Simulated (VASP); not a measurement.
# Eu (Im-3m) in VASP: notebook

Eu is run at these levels: PBEsol; tasks: single point, relaxation of cell and atoms.

Everything below comes from runs of VASP 6.6.1. Logs are shortened: lines on timing, memory, paths and dates and some standing lists are left out, and cuts for length are marked.

### Step 1. The cell of the first run

Symmetry: Im-3m, No. 229, cubic system. Conventional cell: a = 4.235 Å, b = 4.235 Å, c = 4.235 Å, α = 90.00°, β = 90.00°, γ = 90.00°. Within 4.8 Å of Eu (site symmetry m-3m) lie 14 Eu at 3.67 to 4.24 Å.

### Step 2. Single point, PBEsol, collinear spin, ferromagnetic start

Input file INCAR:

```
PREC     = Accurate       # precision mode
ENCUT    = 520            # plane-wave cutoff, eV
EDIFF    = 1E-6           # SCF threshold, eV
ISMEAR   = -1             # smearing method
SIGMA    = 0.05           # smearing width, eV
LREAL    = F              # projectors in reciprocal space
LASPH    = T              # aspherical terms in the spheres
NELM     = 150            # most SCF steps
ALGO     = Normal         # electronic algorithm
ISIF     = 2              # what is computed and relaxed
LWAVE    = F              # write WAVECAR
LCHARG   = F              # write CHGCAR
ISPIN    = 2              # spin polarisation
MAGMOM   = 7              # initial moments
LORBIT   = 11             # projections on sites
LMAXMIX  = 6              # l up to which the mixer works
GGA      = PS             # functional
NBANDS   = 18             # bands
```

Input file KPOINTS:

```
Automatic mesh
0
Gamma
  10 10 10
```

Input file POSCAR:

```
Eu
1.0
   -2.1176075880      2.1176075880      2.1176075880
    2.1176075880     -2.1176075880      2.1176075880
    2.1176075880      2.1176075880     -2.1176075880
Eu
1
Direct
    0.0000000000      0.0000000000      0.0000000000
```

Potentials or basis: VASP PAW PBE potentials, release 64 (Eu).

The run is started by

```bash
cat potpaw_PBE.64/Eu/POTCAR > POTCAR
mpirun -np 1 vasp_std > vasp.out
```

OUTCAR:

```text
PREC = Accurate
   ENCUT = 520
   EDIFF = 1E-6
   ISMEAR = -1
   LREAL = F
   LASPH = T
   NELM = 150
   ISIF = 2
   ISPIN = 2
   LORBIT = 11
   GGA = PS

 ion  position               nearest neighbor table
   1  0.000  0.000  0.000-

  LATTYP: Found a body centered cubic cell.
 ALAT       =     4.2352151760

  Lattice vectors:

 A1 = (  -2.1176075880,   2.1176075880,   2.1176075880)
 A2 = (   2.1176075880,  -2.1176075880,   2.1176075880)
 A3 = (   2.1176075880,   2.1176075880,  -2.1176075880)

Analysis of symmetry for initial positions (statically):
=====================================================================
 Subroutine PRICEL returns:
 Original cell was already a primitive cell.

 Routine SETGRP: Setting up the symmetry group for a
 body centered cubic supercell.

 Subroutine GETGRP returns: Found 48 space group operations
 (whereof 48 operations were pure point group operations)
 out of a pool of 48 trial point group operations.

The static configuration has the point symmetry O_h .

Analysis of symmetry for dynamics (positions and initial velocities):
=====================================================================
 Subroutine PRICEL returns:
 Original cell was already a primitive cell.

 Routine SETGRP: Setting up the symmetry group for a
 body centered cubic supercell.

 Subroutine GETGRP returns: Found 48 space group operations
 (whereof 48 operations were pure point group operations)
 out of a pool of 48 trial point group operations.

The dynamic configuration has the point symmetry O_h .

Analysis of structural, dynamic, and magnetic symmetry:
=====================================================================
 Subroutine PRICEL returns:
 Original cell was already a primitive cell.

 Routine SETGRP: Setting up the symmetry group for a
 body centered cubic supercell.

 Subroutine GETGRP returns: Found 48 space group operations
 (whereof 48 operations were pure point group operations)
 out of a pool of 48 trial point group operations.

The overall configuration has the point symmetry O_h .

 Subroutine INISYM returns: Found 48 space group operations
 (whereof 48 operations are pure point group operations),
 and found     1 'primitive' translations

----------------------------------------------------------------------------------------

                                     Primitive cell

  volume of cell :      37.9836

  direct lattice vectors                    reciprocal lattice vectors
    -2.117607588  2.117607588  2.117607588     0.000000000  0.236115512  0.236115512
     2.117607588 -2.117607588  2.117607588     0.236115512  0.000000000  0.236115512
     2.117607588  2.117607588 -2.117607588     0.236115512  0.236115512  0.000000000

  length of vectors
     3.667803933  3.667803933  3.667803933     0.333917759  0.333917759  0.333917759

  position of ions in fractional coordinates (direct lattice)
     0.000000000  0.000000000  0.000000000

  ion indices of the primitive-cell ions
   primitive index   ion index
                 1           1

----------------------------------------------------------------------------------------

 KPOINTS: Automatic mesh

Automatic generation of k-mesh.
 Grid dimensions read from file:
 generate k-points for:   10   10   10

 Generating k-lattice:

  Cartesian coordinates                     Fractional coordinates (reciprocal lattice)
     0.000000000  0.023611551  0.023611551     0.100000000  0.000000000  0.000000000
     0.023611551  0.000000000  0.023611551     0.000000000  0.100000000  0.000000000
     0.023611551  0.023611551  0.000000000     0.000000000  0.000000000  0.100000000

  Length of vectors
     0.033391776  0.033391776  0.033391776

  Shift w.r.t. Gamma in fractional coordinates (k-lattice)
     0.000000000  0.000000000  0.000000000

 Subroutine IBZKPT returns following result:
 ===========================================

 Found     47 irreducible k-points:

 Following reciprocal coordinates:
            Coordinates               Weight
  0.000000  0.000000  0.000000      1.000000
[... 43 lines left out ...]
  ---------------------------------------------------
  free energy    TOTEN  =       -11.68921474 eV

  energy without entropy =      -11.67701757  energy(sigma->0) =      -11.68311615

 E-fermi :   2.3664     XC(G=0):  -9.3844

 val. band max:        2.3280763307   @ k =  -0.4000   0.5000   0.2000
 cond. band min:       2.3954546455   @ k =  -0.4000   0.5000   0.2000
 fundamental gap:      0.0673783149
 Fermi energy:         2.3663908623

 spin component 1

 k-point     1 :       0.0000    0.0000    0.0000
  band No.  band energies     occupation
      1     -39.2016      1.00000
      2     -17.6606      1.00000
      3     -17.6606      1.00000
      4     -17.6606      1.00000
      5      -2.1685      1.00000
      6       1.8058      0.99999
[... 10 lines left out ...]
     17       6.1681      0.00000
     18      12.3472      0.00000

 k-point     2 :       0.1000    0.0000    0.0000
  band No.  band energies     occupation
      1     -39.1964      1.00000
      2     -17.7237      1.00000
      3     -17.6800      1.00000
      4     -17.6609      1.00000
      5      -1.9103      1.00000
      6       1.8013      0.99999
[... 10 lines left out ...]
     17       6.1819      0.00000
     18      12.5852      0.00000
[... 442 lines left out ...]
 k-point    24 :      -0.3000    0.3000    0.1000
  band No.  band energies     occupation
      1     -39.1612      1.00000
      2     -18.0663      1.00000
      3     -17.8136      1.00000
      4     -17.7093      1.00000
      5      -0.0932      1.00000
      6       1.7554      1.00000
[... 10 lines left out ...]
     17       6.8437      0.00000
     18      11.5247      0.00000

 [... further k-points ...]

 spin component 2

 k-point     1 :       0.0000    0.0000    0.0000
  band No.  band energies     occupation
      1     -36.1205      1.00000
      2     -15.3209      1.00000
      3     -15.3209      1.00000
      4     -15.3209      1.00000
      5      -1.3514      1.00000
      6       5.2728      0.00000
[... 10 lines left out ...]
     17       7.2943      0.00000
     18      13.4608      0.00000

 k-point     2 :       0.1000    0.0000    0.0000
  band No.  band energies     occupation
      1     -36.1138      1.00000
      2     -15.4000      1.00000
      3     -15.3444      1.00000
      4     -15.3214      1.00000
      5      -1.0798      1.00000
      6       5.0024      0.00000
[... 10 lines left out ...]
     17       7.4096      0.00000
     18      13.6980      0.00000
[... 442 lines left out ...]
 k-point    24 :      -0.3000    0.3000    0.1000
  band No.  band energies     occupation
      1     -36.0690      1.00000
      2     -15.8234      1.00000
      3     -15.5059      1.00000
      4     -15.3819      1.00000
      5       0.7923      1.00000
      6       3.8384      0.00000
[... 10 lines left out ...]
     17       8.1097      0.00000
     18      12.6707      0.00000

 [... further k-points ...]
[... 5 lines left out ...]
  --------------------------------------------------------------------------------------
  -------------------------------------------------------------------------------------
  Total        0.0073629      0.0073629      0.0073629      0.0000000     -0.0000000      0.0000000
  in kB        0.3105710      0.3105710      0.3105710      0.0000000     -0.0000000      0.0000000
  external PRESSURE =       0.3105710 kB  Pullay stress =       0.0000000 kB

 VOLUME and BASIS-vectors are now :
 -----------------------------------------------------------------------------
  energy-cutoff  :      520.00
  volume of cell :       37.98
      direct lattice vectors                 reciprocal lattice vectors
    -2.117607588  2.117607588  2.117607588     0.000000000  0.236115512  0.236115512
     2.117607588 -2.117607588  2.117607588     0.236115512  0.000000000  0.236115512
     2.117607588  2.117607588 -2.117607588     0.236115512  0.236115512  0.000000000

 POSITION                                       TOTAL-FORCE (eV/Angst)
 -----------------------------------------------------------------------------------
      0.00000      0.00000      0.00000         0.000000      0.000000      0.000000
 -----------------------------------------------------------------------------------
    total drift:                                0.000000      0.000000      0.000000

  FREE ENERGIE OF THE ION-ELECTRON SYSTEM (eV)
  ---------------------------------------------------
  free  energy   TOTEN  =       -11.6892147371 eV

  energy  without entropy=      -11.6770175682  energy(sigma->0) =      -11.68311615

 total charge

# of ion       s       p       d       f       tot
--------------------------------------------------
    1        2.088   5.674   0.344   6.609  14.715

 magnetization (x)

# of ion       s       p       d       f       tot
--------------------------------------------------
    1        0.000  -0.081   0.139   6.605   6.664
```

It took 2.7 min on 1 thread of Oxide Virtual Turin-like, shared host; peak memory 0.18 GiB.

What came out:

| Item | Value |
| --- | --- |
| Free energy | -11.6892 eV |
| Pressure | 0.0 GPa |
| Net moment | 7.25 μB per cell |
| Site moments | Eu +6.66 μB |
| Valence electrons inside the program's atomic spheres | Eu 14.71 |

Levels at points of the mesh, in eV from the Fermi level:
Spin up:
```csv
k point,band 10,band 11,band 12,band 13,band 14,band 15
"(0.00, 0.00, 0.00)",-0.35,-0.35,-0.30,1.84,1.84,1.84
"(0.50, 0.00, 0.00)",-0.38,-0.36,-0.33,0.30,1.18,3.72
"(0.50, 0.50, 0.50)",-0.50,-0.31,-0.31,-0.31,5.64,5.64
```
Spin down:
```csv
k point,band 3,band 4,band 5,band 6,band 7,band 8
"(0.00, 0.00, 0.00)",-17.69,-17.69,-3.72,2.91,2.91,2.91
"(0.50, 0.00, 0.00)",-17.93,-17.69,-1.06,1.25,1.95,3.79
"(0.50, 0.50, 0.50)",-18.21,-18.21,-0.54,-0.54,3.93,3.93
```

Caveat: the PAW data sets were made with another functional, which shifts forces and pressure a little; spin-orbit coupling is left out, which moves the levels of the heavy elements; semilocal functionals describe open f shells poorly, which spoils levels, moments and volumes. The state reached can hang on the start; a lower one may exist.

### Step 3. Single point, PBEsol, collinear spin, ferromagnetic start

This run uses another cell than the first one, of 38.17 Å³/atom.

Input file INCAR:

```
ALGO = Normal
EDIFF = 1E-7
ENCUT = 520
GGA = PS
ISIF = 2
ISMEAR = -1
ISPIN = 2
LASPH = T
LCHARG = F
LMAXMIX = 6
LORBIT = 11
LREAL = F
LWAVE = F
MAGMOM = 7
NBANDS = 18
NELM = 150
PREC = Accurate
SIGMA = 0.05
```

Input file KPOINTS:

```
k-points
0
Gamma
  10 10 10
```

Input file POSCAR:

```
Eu
1.0
   -2.1211232381      2.1211232381      2.1211232381
    2.1211232381     -2.1211232381      2.1211232381
    2.1211232381      2.1211232381     -2.1211232381
Eu
1
Direct
    0.0000000000      0.0000000000      0.0000000000
```

Potentials or basis: VASP PAW PBE potentials, release 64 (Eu).

The run is started by

```bash
cat potpaw_PBE.64/Eu/POTCAR > POTCAR
mpirun -np 1 vasp_std > vasp.out
```

Run time: 3 min. Hardware: 1 thread of Oxide Virtual Turin-like, shared host; peak memory 0.18 GiB.

It converged, with:

```yaml
Free_energy: -11.6889 eV
Pressure: -0.3 GPa
Net_moment: 7.25 μB per cell
Site_moments: Eu +6.66 μB
Valence_electrons_inside_the_program's_atomic_spheres: Eu 14.71
```

Levels at points of the mesh, in eV from the Fermi level:
Spin up:
```
           k point  band 9  band 10  band 11  band 12  band 13  band 14  band 15  band 16
(0.00, 0.00, 0.00)   -0.35    -0.35    -0.35    -0.30     1.84     1.84     1.84     3.79
(0.50, 0.00, 0.00)   -0.38    -0.37    -0.36    -0.33     0.30     1.16     3.71     4.49
(0.50, 0.50, 0.50)   -0.49    -0.49    -0.31    -0.31    -0.31     5.61     5.61     5.61
```
Spin down:
```
           k point  band 1  band 2  band 3  band 4  band 5  band 6  band 7  band 8  band 9  band 10
(0.00, 0.00, 0.00)  -38.49  -17.70  -17.70  -17.70   -3.72    2.90    2.90    2.90    3.84     3.84
(0.50, 0.00, 0.00)  -38.42  -18.45  -17.93  -17.70   -1.05    1.25    1.93    3.79    4.13     4.20
(0.50, 0.50, 0.50)  -38.37  -18.21  -18.21  -18.21   -0.53   -0.53    3.93    3.93    3.93     4.03
```

Caveat: the PAW data sets were made with another functional, which shifts forces and pressure a little; spin-orbit coupling is left out, which moves the levels of the heavy elements; semilocal functionals describe open f shells poorly, which spoils levels, moments and volumes. The state reached can hang on the start; a lower one may exist.

### Step 4. Single point, PBEsol, collinear spin, ferromagnetic start

This run uses another cell than the first one, of 38.20 Å³/atom.

Input file INCAR:

```
PREC = Accurate
ENCUT = 520
EDIFF = 1E-6
ISMEAR = -1
SIGMA = 0.05
LREAL = False
LASPH = True
NELM = 150
ALGO = Normal
ISIF = 2
LWAVE = False
LCHARG = False
ISPIN = 2
MAGMOM = 7
LORBIT = 11
LMAXMIX = 6
GGA = PS
NBANDS = 18
```

Input file KPOINTS:

```
regular mesh
0
Gamma
  10 10 10
```

Input file POSCAR:

```
Eu
1.0
   -2.1216821860      2.1216821860      2.1216821860
    2.1216821860     -2.1216821860      2.1216821860
    2.1216821860      2.1216821860     -2.1216821860
Eu
1
Direct
    0.0000000000      0.0000000000      0.0000000000
```

The run is started by

```bash
cat potpaw_PBE.64/Eu/POTCAR > POTCAR
mpirun -np 1 vasp_std > vasp.out
```

Run time: 2.9 min. Hardware: 1 thread of Oxide Virtual Turin-like, shared host; peak memory 0.18 GiB.

Results (log left out):

```yaml
Free_energy: -11.6888 eV
Pressure: 0.0 GPa
Net_moment: 7.25 μB per cell
Site_moments: Eu +6.67 μB
Valence_electrons_inside_the_program's_atomic_spheres: Eu 14.71
```

Levels at points of the mesh, in eV from the Fermi level:
Spin up:
```tsv
k point	band 9	band 10	band 11	band 12	band 13	band 14	band 15	band 16
(0.00, 0.00, 0.00)	-0.35	-0.35	-0.35	-0.31	1.84	1.84	1.84	3.79
(0.50, 0.00, 0.00)	-0.38	-0.38	-0.36	-0.34	0.31	1.16	3.70	4.49
(0.50, 0.50, 0.50)	-0.50	-0.50	-0.31	-0.31	-0.31	5.60	5.60	5.60
```
Spin down:
```csv
k point,band 2,band 3,band 4,band 5,band 6,band 7,band 8,band 9
"(0.00, 0.00, 0.00)",-17.70,-17.70,-17.70,-3.71,2.90,2.90,2.90,3.84
"(0.50, 0.00, 0.00)",-18.44,-17.93,-17.70,-1.05,1.25,1.93,3.79,4.13
"(0.50, 0.50, 0.50)",-18.21,-18.21,-18.21,-0.52,-0.52,3.93,3.93,3.93
```

Caveat: the PAW data sets were made with another functional, which shifts forces and pressure a little; spin-orbit coupling is left out, which moves the levels of the heavy elements; semilocal functionals describe open f shells poorly, which spoils levels, moments and volumes.

### Step 5. Relaxation of cell and atoms, PBEsol, collinear spin, ferromagnetic start

This run uses another cell than the first one, of 48.86 Å³/atom.

Input file INCAR:

```
PREC     = Accurate       # precision mode
ENCUT    = 600            # plane-wave cutoff, eV
EDIFF    = 1E-7           # SCF threshold, eV
ISMEAR   = -1             # smearing method
SIGMA    = 0.05           # smearing width, eV
LREAL    = F              # projectors in reciprocal space
LASPH    = T              # aspherical terms in the spheres
NELM     = 150            # most SCF steps
ALGO     = Normal         # electronic algorithm
ISIF     = 3              # what is computed and relaxed
LWAVE    = F              # write WAVECAR
LCHARG   = F              # write CHGCAR
ISPIN    = 2              # spin polarisation
MAGMOM   = 7              # initial moments
LORBIT   = 11             # projections on sites
LMAXMIX  = 6              # l up to which the mixer works
GGA      = PS             # functional
IBRION   = 2              # ionic algorithm
NSW      = 100            # ionic steps
EDIFFG   = -0.005         # ionic threshold
```

KPOINTS is that of step 4.

Input file POSCAR:

```
Eu
1.0
   -2.3030000000      2.3030000000      2.3030000000
    2.3030000000     -2.3030000000      2.3030000000
    2.3030000000      2.3030000000     -2.3030000000
Eu
1
Direct
    0.0000000000      0.0000000000      0.0000000000
```

The run is started by

```bash
cat potpaw_PBE.64/Eu/POTCAR > POTCAR
mpirun -np 1 vasp_std > vasp.out
```

Run time: 39 min. Hardware: 1 thread of Oxide Virtual Turin-like, shared host; peak memory 0.25 GiB.

Results (log left out):

- Free energy: -11.6935 eV
- Relaxed volume: 37.47 Å³/atom
- Relaxed cell: a = 3.651 Å, b = 3.651 Å, c = 3.651 Å, α = 109.47°, β = 109.47°, γ = 109.47°
- Space group after relaxing (to 0.1 Å): Im-3m (No. 229)
- Energy gained by relaxing: 122.9 meV/atom
- Ionic steps: 13
- Pressure after relaxing: 0.0 GPa
- Net moment: 7.24 μB per cell
- Site moments: Eu +6.66 μB
- Valence electrons inside the program's atomic spheres: Eu 14.72

The path:
```tsv
step	energy change (eV)	largest force (eV/Å)	pressure (GPa)	volume (Å³)
1	0.0000	0.0000	-2.76	48.86
2	-0.0849	0.0000	-1.87	43.14
3	-0.1205	0.0000	-0.58	38.72
4	-0.1228	0.0000	0.17	37.12
5	-0.1229	0.0000	-0.04	37.48
6	-0.1229	0.0000	-0.05	37.47
7	-0.1229	0.0000	-0.06	37.47
8	-0.1229	0.0000	-0.04	37.47
9	-0.1229	0.0000	-0.03	37.47
10	-0.1229	0.0000	-0.03	37.47
11	-0.1229	0.0000	-0.03	37.47
12	-0.1229	0.0000	-0.03	37.47
13	-0.1229	0.0000	-0.02	37.47
```

Final structure:
```
Eu
1.0
    -2.10806    2.10806    2.10806
     2.10806   -2.10806    2.10806
     2.10806    2.10806   -2.10806
Eu
1
Direct
  0.00000 0.00000 0.00000
```

Levels at points of the mesh, in eV from the Fermi level:
Spin up:
```csv
k point,band 9,band 10,band 11,band 12,band 13,band 14,band 15,band 16
"(0.00, 0.00, 0.00)",-0.35,-0.35,-0.35,-0.30,1.85,1.85,1.85,3.84
"(0.50, 0.00, 0.00)",-0.38,-0.37,-0.35,-0.33,0.29,1.23,3.77,4.56
"(0.50, 0.50, 0.50)",-0.50,-0.50,-0.31,-0.31,-0.31,5.73,5.73,5.73
```
Spin down:
| k point | band 3 | band 4 | band 5 | band 6 | band 7 | band 8 |
| --- | --- | --- | --- | --- | --- | --- |
| (0.00, 0.00, 0.00) | -17.66 | -17.66 | -3.73 | 2.92 | 2.92 | 2.92 |
| (0.50, 0.00, 0.00) | -17.91 | -17.67 | -1.07 | 1.24 | 2.00 | 3.78 |
| (0.50, 0.50, 0.50) | -18.20 | -18.20 | -0.57 | -0.57 | 3.93 | 3.93 |

Caveat: the volume moved by over 15 % at a fixed basis, so the end points are rough; the PAW data sets were made with another functional, which shifts forces and pressure a little; spin-orbit coupling is left out, which moves the levels of the heavy elements; semilocal functionals describe open f shells poorly, which spoils levels, moments and volumes.

### Step 6. Summary

| task | cell | cutoff (eV) | gap on the mesh (eV) | pressure (GPa) | moment (μB) |
| --- | --- | --- | --- | --- | --- |
| single point | a = 3.668 Å, angles 109.5°, 1 atom | 520 | none | 0.0 | 7.25 |
| single point | a = 3.674 Å, angles 109.5°, 1 atom | 520 | none | -0.3 | 7.25 |
| single point | a = 3.675 Å, angles 109.5°, 1 atom | 520 | none | 0.0 | 7.25 |
| relaxation of cell and atoms | relaxed from a = 3.989 Å, angles 109.5°, 1 atom | 600 | none | 0.0 | 7.24 |

Alike in all rows: level PBEsol; potentials or basis VASP PAW PBE potentials, release 64 (Eu); spin collinear, ferromagnetic start; k mesh 10 × 10 × 10; smearing fermi-dirac 0.05 eV.

Caveats: the PAW data sets were made with another functional, which shifts forces and pressure a little; spin-orbit coupling is left out, which moves the levels of the heavy elements; semilocal functionals describe open f shells poorly, which spoils levels, moments and volumes; the volume moved by over 15 % at a fixed basis, so the end points are rough (at least some runs).

Total energies depend on the potentials used, so only differences within one code and one set of settings carry meaning.

The gap in the log of VASP goes by the Fermi energy; the results here count the filled bands.